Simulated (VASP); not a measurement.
# AgCl (Fm-3m) in VASP: a series of runs, part 2 of 2

VASP 6.6.1. The steps go on from the part before.

### 6 Single point, PBEsol, non-collinear spin, zero start, spin-orbit coupling

This run uses another cell than the first one, of 21.02 Å³/atom.

The input, INCAR:

```
  ALGO = Normal
  EDIFF = 1E-7
  ENCUT = 520
  GGA = PS
  GGA_COMPAT = F
  ISIF = 2
  ISMEAR = 0
  LASPH = T
  LCHARG = F
  LMAXMIX = 4
  LNONCOLLINEAR = T
  LORBIT = 11
  LORBMOM = T
  LREAL = F
  LSORBIT = T
  LWAVE = F
  MAGMOM = 0 0 0 0 0 0
  NBANDS = 30
  NELM = 150
  PREC = Accurate
  SIGMA = 0.01
```

The input, KPOINTS:

```
k-points
0
Gamma
  8 8 8
```

The input, POSCAR:

```
AgCl
1.0
    2.7595859441      2.7595859441      0.0000000000
   -2.7595859441      2.7595859441      0.0000000000
    0.0000000000      2.7595859441      2.7595859441
Ag Cl
1 1
Direct
    0.0000000000      0.0000000000      0.0000000000
    0.5000000000      0.5000000000      0.0000000000
```

Potentials or basis: VASP PAW PBE potentials, release 64 (Ag, Cl).

Launch:

```
$ cat potpaw_PBE.64/Ag/POTCAR potpaw_PBE.64/Cl/POTCAR > POTCAR
$ mpirun -np 1 vasp_ncl > vasp.out
```

OUTCAR:

```text
EDIFF = 1E-7
   ENCUT = 520
   GGA = PS
   ISIF = 2
   ISMEAR = 0
   LASPH = T
   LNONCOLLINEAR = T
   LORBIT = 11
   LREAL = F
   LSORBIT = T
   NELM = 150
   PREC = Accurate

 ion  position               nearest neighbor table
   1  0.000  0.000  0.000-   2 2.76   2 2.76   2 2.76   2 2.76   2 2.76   2 2.76
   2  0.500  0.500  0.000-   1 2.76   1 2.76   1 2.76   1 2.76   1 2.76   1 2.76

  LATTYP: Found a face centered cubic cell.
 ALAT       =     5.5191718882

  Lattice vectors:

 A1 = (   0.0000000000,   2.7595859441,   2.7595859441)
 A2 = (   2.7595859441,   0.0000000000,   2.7595859441)
 A3 = (   2.7595859441,   2.7595859441,   0.0000000000)

Analysis of symmetry for initial positions (statically):
=====================================================================
 Subroutine PRICEL returns:
 Original cell was already a primitive cell.

 Routine SETGRP: Setting up the symmetry group for a
 face centered cubic supercell.

 Subroutine GETGRP returns: Found 48 space group operations
 (whereof 48 operations were pure point group operations)
 out of a pool of 48 trial point group operations.

The static configuration has the point symmetry O_h .

Analysis of symmetry for dynamics (positions and initial velocities):
=====================================================================
 Subroutine PRICEL returns:
 Original cell was already a primitive cell.

 Routine SETGRP: Setting up the symmetry group for a
 face centered cubic supercell.

 Subroutine GETGRP returns: Found 48 space group operations
 (whereof 48 operations were pure point group operations)
 out of a pool of 48 trial point group operations.

The dynamic configuration has the point symmetry O_h .

Analysis of structural, dynamic, and magnetic symmetry:
=====================================================================
 Subroutine PRICEL returns:
 Original cell was already a primitive cell.

 Routine SETGRP: Setting up the symmetry group for a
 face centered cubic supercell.

 Subroutine GETGRP returns: Found 48 space group operations
 (whereof 48 operations were pure point group operations)
 out of a pool of 48 trial point group operations.

The overall configuration has the point symmetry O_h .

 Subroutine INISYM returns: Found 48 space group operations
 (whereof 48 operations are pure point group operations),
 and found     1 'primitive' translations

----------------------------------------------------------------------------------------

                                     Primitive cell

  volume of cell :      42.0302

  direct lattice vectors                    reciprocal lattice vectors
     2.759585944  2.759585944  0.000000000     0.181186602  0.181186602 -0.181186602
    -2.759585944  2.759585944  0.000000000    -0.181186602  0.181186602 -0.181186602
     0.000000000  2.759585944  2.759585944     0.000000000  0.000000000  0.362373204

  length of vectors
[... 149 lines left out ...]
      5       1.0593      1.00000
      6       1.0593      1.00000
[... 781 lines left out ...]
     29      17.3402      0.00000
     30      17.3402      0.00000

 [... further k-points ...]
[... 5 lines left out ...]
  --------------------------------------------------------------------------------------
  -------------------------------------------------------------------------------------
  Total       -0.5572830     -0.5572830     -0.5572830      0.0000000     -0.0000000     -0.0000000
  in kB      -21.2434296    -21.2434296    -21.2434296      0.0000000     -0.0000000     -0.0000000
  external PRESSURE =     -21.2434296 kB  Pullay stress =       0.0000000 kB

 VOLUME and BASIS-vectors are now :
 -----------------------------------------------------------------------------
  energy-cutoff  :      520.00
  volume of cell :       42.03
      direct lattice vectors                 reciprocal lattice vectors
     2.759585944  2.759585944  0.000000000     0.181186602  0.181186602 -0.181186602
    -2.759585944  2.759585944  0.000000000    -0.181186602  0.181186602 -0.181186602
     0.000000000  2.759585944  2.759585944     0.000000000  0.000000000  0.362373204

 POSITION                                       TOTAL-FORCE (eV/Angst)
 -----------------------------------------------------------------------------------
      0.00000      0.00000      0.00000         0.000000     -0.000000      0.000000
      0.00000      2.75959      0.00000        -0.000000      0.000000      0.000000
 -----------------------------------------------------------------------------------
    total drift:                               -0.000000      0.000000     -0.000000

  FREE ENERGIE OF THE ION-ELECTRON SYSTEM (eV)
  ---------------------------------------------------
  free  energy   TOTEN  =        -6.0712374896 eV

  energy  without entropy=       -6.0712374896  energy(sigma->0) =       -6.07123749

 orbital moment (x)

 # of ion     p       d       tot
 ----------------------------------------
  1         0.000   0.000   0.000
  2         0.000   0.000   0.000
 ----------------------------------------
            0.000   0.000   0.000

 orbital moment (y)

 # of ion     p       d       tot
 ----------------------------------------
  1         0.000  -0.000  -0.000
  2        -0.000   0.000  -0.000
 ----------------------------------------
           -0.000  -0.000  -0.000

 orbital moment (z)

 # of ion     p       d       tot
 ----------------------------------------
  1         0.000   0.000   0.000
  2         0.000   0.000   0.000
 ----------------------------------------
            0.000   0.000   0.000

 Spin-Orbit-Coupling matrix elements

 Ion:    1  E_soc:     -0.0382801
 l=   1
     0.0000000    -0.0008780    -0.0008780
    -0.0008780     0.0000000    -0.0008780
    -0.0008780    -0.0008780     0.0000000
 l=   2
     0.0000000    -0.0011226     0.0000000    -0.0011226    -0.0043794
    -0.0011226     0.0000000    -0.0032845    -0.0011226    -0.0010948
     0.0000000    -0.0032845     0.0000000    -0.0032845     0.0000000
    -0.0011226    -0.0011226    -0.0032845     0.0000000    -0.0010948
    -0.0043794    -0.0010948     0.0000000    -0.0010948     0.0000000
 l=   3
     0.0000000     0.0000000     0.0000000     0.0000000     0.0000000     0.0000000     0.0000000
     0.0000000     0.0000000     0.0000000     0.0000000     0.0000000     0.0000000     0.0000000
     0.0000000     0.0000000     0.0000000     0.0000000     0.0000000     0.0000000     0.0000000
     0.0000000     0.0000000     0.0000000     0.0000000     0.0000000     0.0000000     0.0000000
     0.0000000     0.0000000     0.0000000     0.0000000     0.0000000     0.0000000     0.0000000
     0.0000000     0.0000000     0.0000000     0.0000000     0.0000000     0.0000000     0.0000000
     0.0000000     0.0000000     0.0000000     0.0000000     0.0000000     0.0000000     0.0000000

 Ion:    2  E_soc:     -0.0034818
 l=   1
     0.0000000    -0.0005803    -0.0005803
    -0.0005803     0.0000000    -0.0005803
    -0.0005803    -0.0005803     0.0000000
 l=   2
     0.0000000     0.0000000     0.0000000     0.0000000     0.0000000
     0.0000000     0.0000000     0.0000000     0.0000000     0.0000000
     0.0000000     0.0000000     0.0000000     0.0000000     0.0000000
     0.0000000     0.0000000     0.0000000     0.0000000     0.0000000
     0.0000000     0.0000000     0.0000000     0.0000000     0.0000000
 l=   3
     0.0000000     0.0000000     0.0000000     0.0000000     0.0000000     0.0000000     0.0000000
     0.0000000     0.0000000     0.0000000     0.0000000     0.0000000     0.0000000     0.0000000
     0.0000000     0.0000000     0.0000000     0.0000000     0.0000000     0.0000000     0.0000000
     0.0000000     0.0000000     0.0000000     0.0000000     0.0000000     0.0000000     0.0000000
     0.0000000     0.0000000     0.0000000     0.0000000     0.0000000     0.0000000     0.0000000
     0.0000000     0.0000000     0.0000000     0.0000000     0.0000000     0.0000000     0.0000000
     0.0000000     0.0000000     0.0000000     0.0000000     0.0000000     0.0000000     0.0000000

 total charge

# of ion       s       p       d       tot
------------------------------------------
    1        0.206   0.148   9.358   9.712
    2        1.594   3.435   0.000   5.029
--------------------------------------------------
tot          1.800   3.583   9.358  14.740

 magnetization (x)

# of ion       s       p       d       tot
------------------------------------------
    1        0.000  -0.000   0.000  -0.000
    2       -0.000   0.000   0.000  -0.000
--------------------------------------------------
tot         -0.000  -0.000   0.000  -0.000

 magnetization (y)

# of ion       s       p       d       tot
------------------------------------------
    1        0.000   0.000  -0.000  -0.000
    2        0.000  -0.000   0.000   0.000
--------------------------------------------------
tot          0.000  -0.000  -0.000  -0.000

 magnetization (z)

# of ion       s       p       d       tot
------------------------------------------
    1       -0.000  -0.000   0.000  -0.000
    2       -0.000   0.000   0.000  -0.000
--------------------------------------------------
tot         -0.000  -0.000   0.000  -0.000
```

stdout:

```text
POSCAR found type information on POSCAR AgCl
 POSCAR found :  2 types and       2 ions
 scaLAPACK will be used
 -----------------------------------------------------------------------------
|                                                                             |
|                                                                             |
|     You enforced a specific xc type in the INCAR file but a different       |
|     I HOPE YOU KNOW WHAT YOU ARE DOING!                                     |
|                                                                             |
 -----------------------------------------------------------------------------

 LDA part: xc-table for (Slater+PW92), standard interpolation
 POSCAR, INCAR and KPOINTS ok, starting setup
 FFT: planning ... GRIDC
 FFT: planning ... GRID_SOFT
 FFT: planning ... GRID
 WAVECAR not read
 entering main loop
```

Wall time 97 s (1 thread of Oxide Virtual Turin-like, shared host); peak memory 0.26 GiB.

What came out:

| Property | Result |
| --- | --- |
| Free energy | -6.0712 eV |
| Pressure | -2.1 GPa |
| Net moment | 0.00 μB per cell |
| Valence electrons inside the program's atomic spheres | Ag 9.71; Cl 5.03 |

Moments on the atoms (μB; x, y, z):
```
Ag  0.00 0.00 0.00
Cl  0.00 0.00 0.00
```

Caveat: the PAW data sets were made with another functional, which shifts forces and pressure a little.

### 7 Overview

```tsv
cell	pressure (GPa)	moment (μB)
a = 3.775 Å, angles 60.0, 60.0, 90.0°, 2 atoms	3.9	0.00
a = 3.811 Å, angles 60.0, 60.0, 90.0°, 2 atoms	1.8	0.00
a = 3.852 Å, angles 60.0, 60.0, 90.0°, 2 atoms	-0.1	0.00
a = 3.903 Å, angles 60.0, 60.0, 90.0°, 2 atoms	-2.1	0.00
```

Alike in all rows: task single point; level PBEsol; potentials or basis VASP PAW PBE potentials, release 64 (Ag, Cl); spin non-collinear, zero start, SOC; k mesh 8 × 8 × 8; cutoff (eV) 520; smearing gaussian 0.01 eV.

Caveats: the PAW data sets were made with another functional, which shifts forces and pressure a little; the cell stands under pressure (at least some runs).

Absolute energies hang on the potentials; compare differences alone.
